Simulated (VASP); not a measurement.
Input of a VASP 6.6.1 run:

INCAR

```
PREC     = Accurate       # precision mode
ENCUT    = 520            # plane-wave cutoff, eV
EDIFF    = 1E-6           # SCF threshold, eV
ISMEAR   = 0              # smearing method
SIGMA    = 0.1            # smearing width, eV
LREAL    = F              # projectors in reciprocal space
LASPH    = T              # aspherical terms in the spheres
NELM     = 80             # most SCF steps
ALGO     = Fast           # electronic algorithm
ISIF     = 2              # what is computed and relaxed
LWAVE    = F              # write WAVECAR
LCHARG   = T              # write CHGCAR
GGA      = PS             # functional
LELF     = T              # ELF
LVHAR    = T            
ISYM     = 0            
NBANDS   = 13             # bands
```

Contents of KPOINTS:

```
regular mesh
0
Gamma
  15 15 16
```

Contents of POSCAR:

```
Ru
1.0
    2.7013757187      0.0000000000      0.0000000000
   -1.3506878594      2.3394599976      0.0000000000
    1.3506878594      0.7798199992      2.1408103619
Ru
1
Direct
    0.0000000000      0.0000000000      0.0000000000
```

Potentials or basis: VASP PAW PBE potentials, release 64 (Ru_pv).

The run is started by

```sh
$ cat potpaw_PBE.64/Ru_pv/POTCAR > POTCAR
$ mpirun -np 1 vasp_std > vasp.out
```

Task: What does it give for the pressure?

Result: -3.5 GPa.

Task: What does it give for the band gap on the k mesh?

Result: Zero (bands 7 and 8 overlap by 3.40 eV).

Stress tensor (GPa, compression positive):
```
-9.10 -0.21  0.03
-0.21 -8.87  0.02
 0.03  0.02  7.44
```

Caveat: the cell stands under tension; the PAW data sets were made with another functional, which shifts forces and pressure a little.
